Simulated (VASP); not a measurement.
SrO (lda):

```
Sr O
1.0
     0.00000    2.58000    2.58000
     2.58000    0.00000    2.58000
     2.58000    2.58000    0.00000
Sr O
1 1
Direct
  0.00000 0.00000 0.00000
  0.50000 0.50000 0.50000
```

* Program: VASP 6.6.1
* Task: relaxation of cell and atoms
* Functional: LDA
* Potentials or basis: VASP PAW LDA potentials, release 64 (Sr_sv, O)
* Cutoff: 600 eV
* k mesh: 6 × 6 × 6
* Occupations: gaussian, width 0.02 eV
* Spin: no spin polarisation

At the start: pressure -4.6 GPa; volume 17.17 Å³/atom.

How do energy, volume and symmetry change on relaxing?

Over 3 steps the energy falls by 12.5 meV/atom and the volume is 16.34 Å³/atom (-4.8 %); space group Fm-3m (No. 225, to 0.05 Å).

The path:
| step | energy change (eV) | largest force (eV/Å) | pressure (GPa) | volume (Å³) |
| --- | --- | --- | --- | --- |
| 1 | 0.0000 | 0.0000 | -4.58 | 34.35 |
| 2 | -0.0195 | 0.0000 | 2.48 | 31.96 |
| 3 | -0.0250 | 0.0000 | 0.01 | 32.68 |

Final structure:
```
Sr O
1.0
     0.00000    2.53769    2.53769
     2.53769    0.00000    2.53769
     2.53769    2.53769    0.00000
Sr O
1 1
Direct
  0.00000 0.00000 0.00000
  0.50000 0.50000 0.50000
```
